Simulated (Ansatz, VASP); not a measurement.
**One calculation of Ta, two programs**

```
CELL_PARAMETERS angstrom
-1.62689 1.62689 1.62689
1.62689 -1.62689 1.62689
1.62689 1.62689 -1.62689
ATOMIC_POSITIONS crystal
Ta 0.00000 0.00000 0.00000
```

Alike in both runs: functional LDA; k mesh 24 × 24 × 24; occupations fermi-dirac, width 0.08 eV; no spin polarisation.

Ansatz relaxed the structure, and its values are those at the end. VASP's run is a single point on that final structure, the one shown.

```csv
,VASP,Ansatz
version,VASP 6.6.1,Ansatz 0.2.0
potentials or method,"VASP PAW LDA potentials, release 64 (Ta_pv)","PAW with Ansatz's default frozen-core files, scalar-relativistic"
plane-wave cutoff (eV),520,420
valence electrons in the cell,11,13
```

|  | VASP | Ansatz | Ansatz less VASP |
| --- | --- | --- | --- |
| pressure (GPa) | 0.9 | 0.0 | -0.88 |

LDA's correlation is that of Perdew and Zunger in VASP and of Perdew and Wang (1992) in Ansatz. VASP's potentials hold 11 valence electrons a cell and Ansatz's 13, so a difference there can come from the potentials and not from the codes.

Neither program's run includes spin-orbit coupling.
